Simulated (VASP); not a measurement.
Wanted: the native input for a VASP 6.6.1 run.

| Quantity | Value |
| --- | --- |
| Task | relaxation of cell and atoms |
| Functional | r2SCAN |
| Potentials or basis | VASP PAW PBE potentials, release 64 (Al, Au) |
| Cutoff | 550 eV |
| k mesh | 5 × 5 × 5 |
| Occupations | methfessel-paxton, width 0.05 eV |
| Spin | no spin polarisation |
| Dipole correction | no |
| Further INCAR settings | ALGO = Normal; EDIFF = 1e-07; IBRION = 2; EDIFFG = -0.01; NSW = 80; ISIF = 3 |

Crystal: Al3Au5.

```
Al Au
1.0
     0.00000    4.06250    4.06250
     4.06250    0.00000    4.06250
     4.06250    4.06250    0.00000
Al Au
3 5
Direct
  0.00000 0.00000 0.00000
  0.00000 0.50000 0.00000
  0.50000 0.00000 0.00000
  0.00000 0.00000 0.50000
  0.00000 0.50000 0.50000
  0.50000 0.00000 0.50000
  0.50000 0.50000 0.00000
  0.50000 0.50000 0.50000
```

These files were run (other wordings do the same):

POSCAR

```
Al3Au5
1.0
    0.0000000000      4.0625000000      4.0625000000
    4.0625000000      0.0000000000      4.0625000000
    4.0625000000      4.0625000000      0.0000000000
Al Au
3 5
Direct
    0.0000000000      0.0000000000      0.0000000000
    0.0000000000      0.5000000000      0.0000000000
    0.5000000000      0.0000000000      0.0000000000
    0.0000000000      0.0000000000      0.5000000000
    0.0000000000      0.5000000000      0.5000000000
    0.5000000000      0.0000000000      0.5000000000
    0.5000000000      0.5000000000      0.0000000000
    0.5000000000      0.5000000000      0.5000000000
```

INCAR.step1

```
PREC = Accurate
ENCUT = 550
ISMEAR = 1
SIGMA = 0.05
LREAL = F
LASPH = T
NELM = 120
GGA = PE
ALGO = Normal
EDIFF = 1E-5
LWAVE = T
LCHARG = F
GGA_COMPAT = F
IBRION = 2
ISIF = 3
EDIFFG = -0.005
NELMIN = 4
NSW = 100
```

INCAR.step2

```
PREC = Accurate
ENCUT = 550
EDIFF = 1E-7
ISMEAR = 1
SIGMA = 0.05
LREAL = F
LASPH = T
NELM = 120
ALGO = Normal
ISIF = 3
LWAVE = F
LCHARG = F
METAGGA = R2SCAN
LMIXTAU = T
IBRION = 2
NSW = 80
EDIFFG = -0.01
ISTART = 1
GGA_COMPAT = F
NELMIN = 4
```

KPOINTS

```
Automatic mesh
0
Gamma
  5 5 5
```

Potentials or basis: VASP PAW PBE potentials, release 64 (Al, Au).

Command:

```bash
$ cat potpaw_PBE.64/Al/POTCAR potpaw_PBE.64/Au/POTCAR > POTCAR
$ cp INCAR.step1 INCAR
$ mpirun -np 1 vasp_std > vasp.out
$ cp INCAR.step2 INCAR
$ mpirun -np 1 vasp_std > vasp.out
```

It gave:

* Relaxed volume: 16.68 Å³/atom
* Relaxed cell: a = 5.914 Å, b = 5.914 Å, c = 5.573 Å, α = 57.95°, β = 57.95°, γ = 60.00°
* Space group after relaxing (to 0.1 Å): R-3m (No. 166)
* Energy gained by relaxing: 24.6 meV/atom
* Ionic steps: 7
* Pressure after relaxing: 0.0 GPa
* Band gap on the k mesh: zero (bands 32 and 33 overlap by 2.17 eV)

Caveat: the PAW data sets were made with another functional, which shifts forces and pressure a little; spin-orbit coupling is left out, which moves the levels of the heavy elements.

Run time: 42 min on 1 thread of AMD EPYC 9R45 96-Core Processor (Zen 5) (shared host), peak memory 0.38 GiB.
